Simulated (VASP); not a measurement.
AgBr:

```
Ag Br
1.0
     4.05900    0.00000    0.00000
    -2.02950    3.51520    0.00000
     0.00000    0.00000    9.94249
Ag Br
3 3
Direct
  0.00000 0.00000 0.00000
  0.33333 0.66667 0.33333
  0.66667 0.33333 0.66667
  0.66667 0.33333 0.16667
  0.00000 0.00000 0.50000
  0.33333 0.66667 0.83333
```

| Item | Value |
| --- | --- |
| Program | VASP 6.6.1 |
| Task | relaxation of cell and atoms |
| Functional | PBE |
| Potentials or basis | VASP PAW PBE potentials, release 64 (Ag, Br) |
| Cutoff | 500 eV |
| k mesh | 12 × 12 × 4 |
| Occupations | gaussian, width 0.02 eV |
| Spin | no spin polarisation |

At the start: pressure 2.3 GPa; volume 23.64 Å³/atom.

Where does the relaxation end?

Over 3 steps the energy falls by 8.4 meV/atom and the volume is 24.89 Å³/atom (+5.3 %); space group Fm-3m (No. 225, to 0.1 Å) before and after.

The path:
| step | energy change (eV) | largest force (eV/Å) | pressure (GPa) | volume (Å³) |
| --- | --- | --- | --- | --- |
| 1 | 0.0000 | 0.0000 | 2.28 | 141.86 |
| 2 | -0.0501 | 0.0000 | 0.12 | 148.88 |
| 3 | -0.0502 | 0.0000 | -0.01 | 149.35 |

Final structure:
```
Ag Br
1.0
     4.12920    0.00000    0.00000
    -2.06460    3.57599    0.00000
     0.00000    0.00000   10.11450
Ag Br
3 3
Direct
  0.00000 0.00000 0.00000
  0.33333 0.66667 0.33333
  0.66667 0.33333 0.66667
  0.66667 0.33333 0.16667
  0.00000 0.00000 0.50000
  0.33333 0.66667 0.83333
```
